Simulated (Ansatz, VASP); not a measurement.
Si: VASP beside Ansatz

The input INCAR:

```
SYSTEM = Si
PREC = Accurate
ENCUT = 600
EDIFF = 1E-6
ISMEAR = -1
SIGMA = 0.05
LREAL = .False.
LASPH = .True.
NELM = 60
ALGO = Normal
ISIF = 3
LWAVE = .False.
LCHARG = .False.
GGA = PE
IBRION = 2
NSW = 60
EDIFFG = -0.005
```

File KPOINTS:

```
regular mesh
0
Gamma
  17 17 17
  0 0 0
```

The input POSCAR:

```
Si
1.0
   -1.5874010520      1.5874010520      1.5874010520
    1.5874010520     -1.5874010520      1.5874010520
    1.5874010520      1.5874010520     -1.5874010520
Si
1
Direct
    0.0000000000      0.0000000000      0.0000000000
```

Input for Ansatz:

```yaml
crystal:
  lattice:
    - [-1.587401052, 1.587401052, 1.587401052]
    - [1.587401052, -1.587401052, 1.587401052]
    - [1.587401052, 1.587401052, -1.587401052]
  atoms:
    - { symbol: Si, position: [0.0, 0.0, 0.0] }
kpoints:
  mp_grid: { grid: [17, 17, 17] }
scf:
  occupations: { method: fermi_dirac, width: 0.05 }
hamiltonian:
  xc: pbe
  pseudopotentials: { kind: paw }
output:
  forces: true
  stress: true
relax:
  f_tol: 0.005
  max_steps: 40
  cell: {}
```

Alike in both runs: task relaxation of cell and atoms; functional PBE; k mesh 17 × 17 × 17; occupations fermi-dirac, width 0.05 eV; no spin polarisation.

|  | VASP | Ansatz |
| --- | --- | --- |
| version | VASP 6.6.1 | Ansatz 0.2.0 |
| potentials or method | VASP PAW PBE potentials, release 64 (Si) | PAW with Ansatz's default frozen-core files, scalar-relativistic |
| plane-wave cutoff (eV) | 600 | 420 |
| valence electrons in the cell | 4 | 4 |

VASP gave:

```
relaxed volume (Å³/atom)                                        : 14.63
relaxed length of the cell vector where the two differ most in proportion (Å) : 2.669
```

Problem. Which values does Ansatz return?

Solution. Relaxed volume (Å³/atom): 14.64; relaxed length of the cell vector where the two differ most in proportion (Å): 2.669.
